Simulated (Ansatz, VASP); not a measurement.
# Two plane-wave programs on B

Contents of INCAR:

```
  PREC = Accurate
  ENCUT = 600
  EDIFF = 1E-7
  ISMEAR = 0
  SIGMA = 0.1
  LREAL = F
  LASPH = T
  NELM = 100
  ALGO = Normal
  ISIF = 3
  LWAVE = F
  LCHARG = F
  GGA = PE
  IBRION = 2
  NSW = 100
  EDIFFG = -0.01
```

File KPOINTS:

```
Automatic mesh
0
Gamma
  20 20 20
```

POSCAR

```
B
1.0
   -1.6379971475      1.6379971475      4.4068076514
    1.6379971475     -1.6379971475      4.4068076514
    1.6379971475      1.6379971475     -4.4068076514
B
4
Direct
    0.6725351731      0.1725351731      0.8450703462
    0.3274648269      0.8274648269      0.1549296538
    0.8274648269      0.6725351731      0.5000000000
    0.1725351731      0.3274648269      0.5000000000
```

Input for Ansatz:

```yaml
crystal:
  lattice:
    - [-1.6379971475, 1.6379971475, 4.4068076514]
    - [1.6379971475, -1.6379971475, 4.4068076514]
    - [1.6379971475, 1.6379971475, -4.4068076514]
  atoms:
    - { symbol: B, position: [0.6725351731, 0.1725351731, 0.8450703462] }
    - { symbol: B, position: [0.3274648269, 0.8274648269, 0.1549296538] }
    - { symbol: B, position: [0.8274648269, 0.6725351731, 0.5] }
    - { symbol: B, position: [0.1725351731, 0.3274648269, 0.5] }
basis:
  ecutwfc: 420
kpoints:
  mp_grid: { grid: [20, 20, 20] }
hamiltonian:
  xc: pbe
scf:
  occupations: { method: gaussian, width: 0.1 }
output:
  forces: true
  stress: true
  eigenvalues: true
relax:
  adjacent_minimum: "off"
  f_tol: 0.01
  max_steps: 80
  cell: { stress_tol: 0.05 }
```

Alike in both runs: task relaxation of cell and atoms; functional PBE; k mesh 20 × 20 × 20; occupations gaussian, width 0.1 eV; no spin polarisation.

```csv
,VASP,Ansatz
version,VASP 6.6.1,Ansatz 0.2.0
potentials or method,"VASP PAW PBE potentials, release 64 (B), cutoff 600 eV","scalar-relativistic, plane waves, PAW"
valence electrons in the cell,12,12
```

```csv
,VASP,Ansatz,Ansatz less VASP
"gap on the k mesh at the Fermi level, each at its own relaxed structure (eV)",none,none,-
relaxed volume (Å³/atom),11.78,11.91,+0.126
relaxed length of the cell vector where the two differ most in proportion (Å),4.977,5.018,+0.0419
```

A gap of «none» marks a metal or a gap that the smearing closes.
